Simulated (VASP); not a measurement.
Set up this calculation in VASP 6.6.1, as the native input.

- Task: electric field gradients
- Functional: r2SCAN
- Potentials or basis: VASP PAW PBE potentials, release 64 (Mg, Sn_d)
- Cutoff: 520 eV
- k mesh: 6 × 6 × 4
- Occupations: fermi-dirac, width 0.05 eV
- Spin: no spin polarisation
- Dipole correction: no
- Further INCAR settings: LREAL = Auto; ALGO = Normal; EDIFF = 1e-08; NBANDS = 36

Mg15Sn:

```xyz
16
Lattice="6.3386 0.0000 0.0000 -3.1693 5.4894 0.0000 0.0000 0.0000 10.3275" Properties=species:S:1:pos:R:3 pbc="T T T"
Mg    0.0000    0.0000    0.0000
Mg    4.7488    2.7417    5.1638
Mg   -1.5829    2.7457    0.0000
Mg    1.5898    2.7417    5.1638
Mg    1.5829    2.7457    0.0000
Mg    3.1693    0.0060    5.1638
Mg    0.0000    5.4874    0.0000
Mg    0.0000    1.8347    2.5826
Mg    0.0000    1.8347    7.7449
Mg   -1.5804    4.5721    2.5826
Mg   -1.5804    4.5721    7.7449
Mg    1.5804    4.5721    2.5826
Mg    1.5804    4.5721    7.7449
Mg    3.1693    1.8298    2.5800
Mg    3.1693    1.8298    7.7476
Sn    0.0000    0.0000    5.1638
```

The input as run:

POSCAR

```
Mg15Sn
1.0
    6.3386268038      0.0000000000      0.0000000000
   -3.1693134019      5.4894118372      0.0000000000
    0.0000000000      0.0000000000     10.3275150900
Mg Sn
15 1
Direct
    0.0000000000      0.0000000000      0.0000000000
    0.9989099900      0.4994549950      0.5000000000
    0.0003659900      0.5001829950      0.0000000000
    0.5005450050      0.4994549950      0.5000000000
    0.4998170050      0.5001829950      0.0000000000
    0.5005450050      0.0010900100      0.5000000000
    0.4998170050      0.9996340100      0.0000000000
    0.1671143400      0.3342286800      0.2500744400
    0.1671143400      0.3342286800      0.7499255600
    0.1671143400      0.8328856600      0.2500744400
    0.1671143400      0.8328856600      0.7499255600
    0.6657713200      0.8328856600      0.2500744400
    0.6657713200      0.8328856600      0.7499255600
    0.6666666667      0.3333333333      0.2498133300
    0.6666666667      0.3333333333      0.7501866700
    0.0000000000      0.0000000000      0.5000000000
```

INCAR.step1

```
ALGO     = Normal         # electronic algorithm
EDIFF    = 1E-4           # SCF threshold, eV
ENCUT    = 520            # plane-wave cutoff, eV
GGA      = PE             # functional
ISMEAR   = -1             # smearing method
LASPH    = T              # aspherical terms in the spheres
LCHARG   = F              # write CHGCAR
LREAL    = Auto         
LWAVE    = T              # write WAVECAR
NBANDS   = 36             # bands
NELM     = 100            # most SCF steps
PREC     = Accurate       # precision mode
SIGMA    = 0.05           # smearing width, eV
```

INCAR.step2

```
ALGO     = Normal         # electronic algorithm
EDIFF    = 1E-8           # SCF threshold, eV
ENCUT    = 520            # plane-wave cutoff, eV
ISIF     = 2              # what is computed and relaxed
ISMEAR   = -1             # smearing method
ISTART   = 1            
LASPH    = T              # aspherical terms in the spheres
LCHARG   = F              # write CHGCAR
LEFG     = T            
LMIXTAU  = T            
LREAL    = Auto         
LWAVE    = F              # write WAVECAR
METAGGA  = R2SCAN         # meta-GGA
NBANDS   = 36             # bands
NELM     = 100            # most SCF steps
PREC     = Accurate       # precision mode
SIGMA    = 0.05           # smearing width, eV
```

KPOINTS

```
k-points
0
Gamma
  6 6 4
```

Potentials or basis: VASP PAW PBE potentials, release 64 (Mg, Sn_d).

Run with:

```bash
$ cat potpaw_PBE.64/Mg/POTCAR potpaw_PBE.64/Sn_d/POTCAR > POTCAR
$ cp INCAR.step1 INCAR
$ mpirun -np 1 vasp_std > vasp.out
$ cp INCAR.step2 INCAR
$ mpirun -np 1 vasp_std > vasp.out
```

Results of the run:

The pressure is -0.1 GPa. The largest force is 0.039 eV/Å and the band gap on the k mesh is zero (band 22 reaches 3.83 eV, above the bottom of band 23 at 2.26 eV).

Caveat: without QUAD_EFG the Cq values of the log hold for a quadrupole moment of 1 mb, not for the nuclei; the PAW data sets were made with another functional, which shifts forces and pressure a little; spin-orbit coupling is left out, which moves the levels of the heavy elements.

Wall time 21 min on 1 thread of AMD EPYC 9R14 (Zen 4), with other jobs on the host, peak memory 0.55 GiB.
